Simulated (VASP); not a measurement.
Wanted: the native input for a VASP 6.6.1 run.

```yaml
Task: single point
Functional: PBE
Potentials_or_basis: VASP PAW PBE potentials, release 64 (Pb_d, O)
Cutoff: 520 eV
k_mesh: 8 × 8 × 10
Occupations: gaussian, width 0.1 eV
Spin: no spin polarisation
Dipole_correction: no
Further_INCAR_settings: ALGO = Normal; EDIFF = 1e-06; NBANDS = 35
```

The structure of PbO2 lies in POSCAR:

```
PbO2
1.0
    5.1576877081      0.0000000000      0.0000000000
    0.0000000000      5.0258173633      0.0000000000
    0.0000000000      0.0000000000      3.4337940036
Pb O
2 4
Direct
    0.0000000000      0.0000000000      0.0000000000
    0.5000000000      0.5000000000      0.5000000000
    0.3202541137      0.2953222250      0.0000000000
    0.1797458863      0.7953222250      0.5000000000
    0.6797458863      0.7046777750      0.0000000000
    0.8202541137      0.2046777750      0.5000000000
```

The input as run:

INCAR

```
PREC     = Accurate       # precision mode
ENCUT    = 520            # plane-wave cutoff, eV
EDIFF    = 1E-6           # SCF threshold, eV
ISMEAR   = 0              # smearing method
SIGMA    = 0.1            # smearing width, eV
LREAL    = F              # projectors in reciprocal space
LASPH    = T              # aspherical terms in the spheres
NELM     = 80             # most SCF steps
ALGO     = Normal         # electronic algorithm
ISIF     = 2              # what is computed and relaxed
LWAVE    = F              # write WAVECAR
LCHARG   = F              # write CHGCAR
GGA      = PE             # functional
NBANDS   = 35             # bands
```

KPOINTS

```
Automatic mesh
0
Gamma
  8 8 10
```

Potentials or basis: VASP PAW PBE potentials, release 64 (Pb_d, O).

Run with:

```console
$ cat potpaw_PBE.64/Pb_d/POTCAR potpaw_PBE.64/O/POTCAR > POTCAR
$ mpirun -np 1 vasp_std > vasp.out
```

Results of the run:

```yaml
Pressure: 0.0 GPa
Largest_force: 0.012 eV/Å
Band_gap_on_the_k_mesh: 0.11 eV, indirect (least direct gap 0.20 eV)
```

Caveat: spin-orbit coupling is left out, which moves the levels of the heavy elements.

It took 4.7 min on 1 thread of AMD EPYC 9R45 96-Core Processor (Zen 5) (shared host), peak memory 0.43 GiB.
